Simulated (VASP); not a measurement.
The system is AlAs.

```
Al As
1.0
     0.00000    2.83040    2.83040
     2.83040    0.00000    2.83040
     2.83040    2.83040    0.00000
Al As
1 1
Direct
  0.00000 0.00000 0.00000
  0.25000 0.25000 0.25000
```

Base run:

- Program: VASP 6.6.1
- Functional: PBE
- Potentials or basis: VASP PAW PBE potentials, release 64 (Al, As)
- Cutoff: 500 eV
- k mesh: 7 × 7 × 7
- Occupations: methfessel-paxton, width 0.01 eV
- Spin: no spin polarisation

Its results: band gap on the k mesh 1.54 eV, indirect (least direct gap 2.06 eV); pressure 2.8 GPa.

Task: After a change of settings the same cell gave: band gap on the k mesh 1.41 eV, indirect (least direct gap 2.05 eV); pressure 3.1 GPa. Which change was it?
A. k mesh from 7 × 7 × 7 to 4 × 4 × 4
B. k mesh from 7 × 7 × 7 to 5 × 5 × 5
C. k mesh from 7 × 7 × 7 to 2 × 2 × 2

Result: A.

Caveats: some runs use coarse meshes.
